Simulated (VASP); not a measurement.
# ZnS (P1) in VASP: single point with r2SCAN

Aim: the single point of ZnS with r2SCAN.

Everything below comes from runs of VASP 6.6.1. Logs are shortened: lines on timing, memory, paths and dates and some standing lists are left out, and cuts for length are marked.

### 1 The cell of the first run

The typed cell holds 8 atoms: a = 5.389 Å, b = 5.389 Å, c = 5.389 Å, α = 90.00°, β = 90.00°, γ = 90.00°.

### 2 Single point, r2SCAN (atoms moved at random)

POSCAR

```
ZnS
1.0
    5.3890263884      0.0000000000      0.0000000000
    0.0000000000     -5.3890263884      0.0000000000
    0.0000000000      0.0000000000     -5.3890263884
Zn S
4 4
Direct
    0.0032161571     -0.0167121315     -0.0022214079
    0.5021217783      0.5350488462     -0.0932242044
    0.3968795805     -0.0731745761      0.4415411401
    0.0579428187      0.5197178516      0.5977952812
    0.7059737485      0.7759378719      0.7775281190
    0.2579619122      0.2746728528      0.7506898256
    0.3011428185      0.7993002833      0.2624645156
    0.7747611862      0.1852090016      0.2654267308
```

INCAR.step1

```
PREC     = Accurate       # precision mode
ENCUT    = 520            # plane-wave cutoff, eV
ISMEAR   = 0              # smearing method
SIGMA    = 0.05           # smearing width, eV
LREAL    = F              # projectors in reciprocal space
LASPH    = T              # aspherical terms in the spheres
NELM     = 60             # most SCF steps
NBANDS   = 46             # bands
GGA      = PE             # functional
ALGO     = Normal         # electronic algorithm
EDIFF    = 1E-4           # SCF threshold, eV
LWAVE    = T              # write WAVECAR
LCHARG   = F              # write CHGCAR
```

INCAR.step2

```
PREC     = Accurate       # precision mode
ENCUT    = 520            # plane-wave cutoff, eV
EDIFF    = 1E-7           # SCF threshold, eV
ISMEAR   = 0              # smearing method
SIGMA    = 0.05           # smearing width, eV
LREAL    = F              # projectors in reciprocal space
LASPH    = T              # aspherical terms in the spheres
NELM     = 60             # most SCF steps
ALGO     = Normal         # electronic algorithm
ISIF     = 2              # what is computed and relaxed
LWAVE    = F              # write WAVECAR
LCHARG   = T              # write CHGCAR
METAGGA  = R2SCAN         # meta-GGA
LMIXTAU  = T            
LELF     = T              # ELF
LVHAR    = T            
NBANDS   = 46             # bands
ISTART   = 1
```

KPOINTS

```
Automatic mesh
0
Gamma
  4 4 4
```

Potentials or basis: VASP PAW PBE potentials, release 64 (Zn, S).

Run with:

```
$ cat potpaw_PBE.64/Zn/POTCAR potpaw_PBE.64/S/POTCAR > POTCAR
$ cp INCAR.step1 INCAR
$ mpirun -np 1 vasp_std > vasp.out
$ cp INCAR.step2 INCAR
$ mpirun -np 1 vasp_std > vasp.out
```

OUTCAR:

```text
PREC = Accurate
   ENCUT = 520
   EDIFF = 1E-7
   ISMEAR = 0
   LREAL = F
   LASPH = T
   NELM = 60
   ISIF = 2
   METAGGA = R2SCAN
   ISTART = 1

 ion  position               nearest neighbor table
   1  0.003  0.983  0.998-   8 2.19   5 2.29   7 2.37   6 2.47
   2  0.502  0.535  0.907-   5 1.84   6 2.10   7 2.62   4 2.92
   3  0.397  0.927  0.442-   7 1.29   5 2.59   6 2.62   8 2.64   4 2.98
   4  0.058  0.520  0.598-   6 1.89   5 2.54   7 2.69   2 2.92   3 2.98
   5  0.706  0.776  0.778-   2 1.84   1 2.29   4 2.54   3 2.59
   6  0.258  0.275  0.751-   4 1.89   2 2.10   1 2.47   3 2.62
   7  0.301  0.799  0.262-   3 1.29   1 2.37   2 2.62   4 2.69
   8  0.775  0.185  0.265-   1 2.19   3 2.64

 -----------------------------------------------------------------------------
|                                                                             |
|           W    W    AA    RRRRR   N    N  II  N    N   GGGG   !!!           |
|           W    W   A  A   R    R  NN   N  II  NN   N  G    G  !!!           |
|           W    W  A    A  R    R  N N  N  II  N N  N  G       !!!           |
|           W WW W  AAAAAA  RRRRR   N  N N  II  N  N N  G  GGG   !            |
|           WW  WW  A    A  R   R   N   NN  II  N   NN  G    G                |
|           W    W  A    A  R    R  N    N  II  N    N   GGGG   !!!           |
|                                                                             |
|     The distance between some ions is very small. Please check the          |
|     nearest-neighbor list in the OUTCAR file.                               |
|     I HOPE YOU KNOW WHAT YOU ARE DOING!                                     |
|                                                                             |
 -----------------------------------------------------------------------------

  LATTYP: Found a simple cubic cell.
 ALAT       =     5.3890263884

  Lattice vectors:

 A1 = (   5.3890263884,   0.0000000000,   0.0000000000)
 A2 = (   0.0000000000,  -5.3890263884,   0.0000000000)
 A3 = (   0.0000000000,   0.0000000000,  -5.3890263884)

Analysis of symmetry for initial positions (statically):
=====================================================================
 Subroutine PRICEL returns:
 Original cell was already a primitive cell.

 Routine SETGRP: Setting up the symmetry group for a
 simple cubic supercell.

 Subroutine GETGRP returns: Found  1 space group operations
 (whereof  1 operations were pure point group operations)
 out of a pool of 48 trial point group operations.

The static configuration has the point symmetry C_1 .

Analysis of symmetry for dynamics (positions and initial velocities):
=====================================================================
 Subroutine PRICEL returns:
 Original cell was already a primitive cell.

 Routine SETGRP: Setting up the symmetry group for a
 simple cubic supercell.

 Subroutine GETGRP returns: Found  1 space group operations
 (whereof  1 operations were pure point group operations)
 out of a pool of 48 trial point group operations.

The dynamic configuration has the point symmetry C_1 .

 Subroutine INISYM returns: Found  1 space group operations
 (whereof  1 operations are pure point group operations),
 and found     1 'primitive' translations

----------------------------------------------------------------------------------------

                                     Primitive cell

  volume of cell :     156.5060

  direct lattice vectors                    reciprocal lattice vectors
     5.389026388  0.000000000  0.000000000     0.185562276  0.000000000  0.000000000
     0.000000000 -5.389026388  0.000000000     0.000000000 -0.185562276  0.000000000
     0.000000000  0.000000000 -5.389026388     0.000000000  0.000000000 -0.185562276

  length of vectors
     5.389026388  5.389026388  5.389026388     0.185562276  0.185562276  0.185562276

  position of ions in fractional coordinates (direct lattice)
     0.003216157  0.983287868  0.997778592
     0.502121778  0.535048846  0.906775796
     0.396879580  0.926825424  0.441541140
     0.057942819  0.519717852  0.597795281
     0.705973748  0.775937872  0.777528119
     0.257961912  0.274672853  0.750689826
     0.301142818  0.799300283  0.262464516
     0.774761186  0.185209002  0.265426731

  ion indices of the primitive-cell ions
   primitive index   ion index
                 1           1
                 2           2
                 3           3
                 4           4
                 5           5
                 6           6
                 7           7
                 8           8

----------------------------------------------------------------------------------------

 KPOINTS: Automatic mesh

Automatic generation of k-mesh.
 Grid dimensions read from file:
 generate k-points for:    4    4    4

 Generating k-lattice:

  Cartesian coordinates                     Fractional coordinates (reciprocal lattice)
     0.046390569  0.000000000  0.000000000     0.250000000  0.000000000  0.000000000
     0.000000000 -0.046390569  0.000000000     0.000000000  0.250000000  0.000000000
     0.000000000  0.000000000 -0.046390569     0.000000000  0.000000000  0.250000000

  Length of vectors
     0.046390569  0.046390569  0.046390569

  Shift w.r.t. Gamma in fractional coordinates (k-lattice)
     0.000000000  0.000000000  0.000000000

 Subroutine IBZKPT returns following result:
 ===========================================

 Found     36 irreducible k-points:

 Following reciprocal coordinates:
            Coordinates               Weight
  0.000000  0.000000  0.000000      1.000000
  0.250000  0.000000  0.000000      2.000000
  0.000000  0.250000  0.000000      2.000000
  0.000000  0.000000  0.250000      2.000000
  0.500000  0.000000  0.000000      1.000000
  0.000000  0.500000  0.000000      1.000000
[... 16 lines left out ...]
  0.250000  0.250000  0.250000      2.000000
 -0.250000  0.250000  0.250000      2.000000
 [... further k-points ...]
   k-points           NKPTS =     36   k-points in BZ     NKDIM =     36   number of bands    NBANDS=     46
   number of dos      NEDOS =    301   number of ions     NIONS =      8
   total plane-waves  NPLWV =  64000
   dimension x,y,z NGX =    40 NGY =   40 NGZ =   40
   dimension x,y,z NGXF=    80 NGYF=   80 NGZF=   80
   ions per type =               4   4
   NGX,Y,Z   is equivalent  to a cutoff of  12.34, 12.34, 12.34 a.u.
   NGXF,Y,Z  is equivalent  to a cutoff of  24.68, 24.68, 24.68 a.u.
 SYSTEM =  unknown system
   PREC   = accura    normal or accurate (medium, high low for compatibility)
   ISTART =      1    job   : 0-new  1-cont  2-samecut
   ICHARG =      0    charge: 1-file 2-atom 10-const
   ISPIN  =      1    spin polarized calculation?
   LNONCOLLINEAR =      F non collinear calculations
   LSORBIT =      F    spin-orbit coupling
   LASPH  =      T    aspherical Exc in radial PAW
   ENCUT  =  520.0 eV  38.22 Ry    6.18 a.u.  10.02 10.02 10.02*2*pi/ulx,y,z
   NELM   =     60;   NELMIN=  2; NELMDL=  0     # of ELM steps
   EDIFF  = 0.1E-06   stopping-criterion for ELM
   LREAL  =      F    real-space projection
   EDIFFG = 0.1E-05   stopping-criterion for IOM
   NSW    =      0    number of steps for IOM
   IBRION =     -1    ionic relax: 0-MD 1-quasi-New 2-CG
   NFREE  =      0    steps in history (QN), initial steepest desc. (CG)
   ISIF   =      2    stress and relaxation
   ISYM   =      2    0-nonsym 1-usesym 2-fastsym
   POTIM  = 0.5000    time-step for ionic-motion
   TEBEG  =    0.0;   TEEND  =   0.0 temperature during run
   PSTRESS=    0.0 pullay stress
   NELECT =      72.0000    total number of electrons
   NUPDOWN=      -1.0000    fix difference up-down
   EMIN   =  10.00;   EMAX   =-10.00  energy-range for DOS
   EFERMI =   0.00;   METHOD = LEGACY
   ISMEAR =     0;   SIGMA  =   0.05  broadening in eV -4-tet -1-fermi 0-gaus
   EFERMI_NEDOS =   21; number of points for ismear=-14 and -15
   IALGO  =     38    algorithm
   IMIX   =      4    mixing-type and parameters
     AMIX     =   0.40;   BMIX     =  1.00
     AMIX_MAG =   1.60;   BMIX_MAG =  1.00
  volume/ion in A,a.u.               =      19.56       132.02
  Fermi-wavevector in a.u.,A,eV,Ry     =   1.263791  2.388219 21.730795  1.597168
  Thomas-Fermi vector in A             =   2.397130
   LORBIT       =      0    0 simple, 1 ext, 2 COOP (PROOUT), +10 PAW based schemes
   METAGGA = R2SCAN    functional components
   LHFCALC =     F    Hartree Fock is set to
   AEXX    =    0.0000 exact exchange contribution
   IVDW    =     0    specifies the selected vdW correction
   LEPSILON=     F    determine dielectric tensor
   LRPA    =     F    only Hartree local field effects (RPA)
 non-spin polarized calculation
 Gauss-broadening in eV      SIGMA  =   0.05
  energy-cutoff  :      520.00
  volume of cell :      156.51
 maximum number of plane-waves:      4238
   NGX = 21   NGY = 21   NGZ = 21

 number of electron      71.9999985 magnetization

 Free energy of the ion-electron system (eV)
  ---------------------------------------------------
  ext. energy  EPLUGINS =         0.00000000
  ---------------------------------------------------
  free energy    TOTEN  =       -47.42251167 eV

  energy without entropy =      -47.42251167  energy(sigma->0) =      -47.42251167

 E-fermi :   2.8445     XC(G=0): -10.2186

 val. band max:        2.6152485459   @ k =   0.5000   0.5000   0.5000
 cond. band min:       3.1489642804   @ k =   0.0000   0.0000   0.0000
 fundamental gap:      0.5337157345
 Fermi energy:         2.8444978036

 k-point     1 :       0.0000    0.0000    0.0000
  band No.  band energies     occupation
      1     -15.2570      2.00000
      2     -12.5877      2.00000
      3     -11.7558      2.00000
      4     -11.1618      2.00000
      5     -11.0767      2.00000
      6      -9.4548      2.00000
[... 38 lines left out ...]
     45       9.5808      0.00000
     46       9.8689      0.00000
[... 1086 lines left out ...]
      6      -9.3948      2.00000
[... 38 lines left out ...]
     45       9.5596      0.00000
     46       9.8788      0.00000

 [... further k-points ...]

------------------------ aborting loop because EDIFF is reached ----------------------------------------

  FORCE on cell =-STRESS in cart. coord.  units (eV):
  Direction    XX          YY          ZZ          XY          YZ          ZX
  --------------------------------------------------------------------------------------
  -------------------------------------------------------------------------------------
  Total       30.7226812     48.7160529     72.4000969    -29.5661459     41.8436929    -37.3372140
  in kB      314.5131198    498.7142125    741.1716501   -302.6734784    428.3607375   -382.2271756
  external PRESSURE =     518.1329941 kB  Pullay stress =       0.0000000 kB

 VOLUME and BASIS-vectors are now :
 -----------------------------------------------------------------------------
  energy-cutoff  :      520.00
  volume of cell :      156.51
      direct lattice vectors                 reciprocal lattice vectors
     5.389026388  0.000000000  0.000000000     0.185562276  0.000000000  0.000000000
     0.000000000 -5.389026388  0.000000000     0.000000000 -0.185562276  0.000000000
     0.000000000  0.000000000 -5.389026388     0.000000000  0.000000000 -0.185562276

 POSITION                                       TOTAL-FORCE (eV/Angst)
 -----------------------------------------------------------------------------------
      0.01733     -5.29896     -5.37706        -0.157752     -0.623733     -0.416333
      2.70595     -2.88339     -4.88664        -3.206953      5.813820     -5.051234
      2.13879     -4.99469     -2.37948        38.763740    -50.494092    -69.248229
      0.31226     -2.80077     -3.22153        -5.339434     -4.090485      4.115528
      3.80451     -4.18155     -4.19012         6.112599     -5.365220      4.333958
      1.39016     -1.48022     -4.04549         2.570656      6.090645     -2.358515
      1.62287     -4.30745     -1.41443       -38.364577     50.845674     69.443308
      4.17521     -0.99810     -1.43039        -0.378280     -2.176608     -0.818482
 -----------------------------------------------------------------------------------
    total drift:                                0.003288      0.005153      0.012370

  FREE ENERGIE OF THE ION-ELECTRON SYSTEM (eV)
  ---------------------------------------------------
  free  energy   TOTEN  =       -47.4225116681 eV

  energy  without entropy=      -47.4225116681  energy(sigma->0) =      -47.42251167
```

Wall time 7.3 min (1 thread of Intel Xeon 6975P-C (Granite Rapids), shared host); peak memory 0.37 GiB.

Results:

```
Free energy            : -47.4225 eV
Pressure               : 51.8 GPa
Largest force          : 94.231 eV/Å
Band gap on the k mesh : 0.53 eV
```

Forces in eV/Å, atoms in the order of the input:
```
Zn   -0.158  -0.624  -0.416
Zn   -3.207   5.814  -5.051
Zn   38.764 -50.494 -69.248
Zn   -5.339  -4.090   4.116
S     6.113  -5.365   4.334
S     2.571   6.091  -2.359
S   -38.365  50.846  69.443
S    -0.378  -2.177  -0.818
```

Stress tensor (GPa, compression positive):
```
 31.45 -30.27 -38.22
-30.27  49.87  42.84
-38.22  42.84  74.12
```

Levels at points of the mesh, in eV from the valence-band top:
| k point | band 33 | band 34 | band 35 | band 36 | band 37 | band 38 | band 39 | band 40 |
| --- | --- | --- | --- | --- | --- | --- | --- | --- |
| (0.00, 0.00, 0.00) | -2.30 | -0.78 | -0.35 | 0.00 | 0.53 | 2.54 | 3.02 | 3.06 |
| (0.50, 0.00, 0.00) | -2.23 | -1.35 | -0.63 | -0.49 | 2.62 | 3.04 | 3.86 | 4.72 |
| (0.00, 0.50, 0.00) | -2.26 | -1.53 | -0.84 | -0.57 | 2.26 | 3.07 | 4.19 | 4.90 |
| (0.00, 0.00, 0.50) | -2.57 | -1.69 | -0.79 | -0.38 | 2.37 | 3.26 | 3.69 | 4.56 |
| (0.50, 0.50, 0.00) | -2.01 | -1.49 | -0.48 | -0.07 | 3.28 | 3.39 | 4.22 | 4.54 |
| (0.00, 0.50, 0.50) | -2.01 | -1.23 | -0.56 | -0.27 | 3.07 | 3.59 | 3.73 | 4.35 |
| (0.50, 0.00, 0.50) | -1.87 | -1.35 | -0.58 | -0.39 | 2.91 | 3.35 | 4.25 | 4.94 |
| (0.50, 0.50, 0.50) | -1.41 | -0.95 | -0.22 | 0.00 | 2.50 | 2.53 | 2.76 | 3.37 |

Caveat: the cell differs from its parent crystal (atoms moved at random); atoms lie so close that the PAW spheres overlap strongly, which falsifies energies and pressures; the cell stands under pressure; the PAW data sets were made with another functional, which shifts forces and pressure a little.
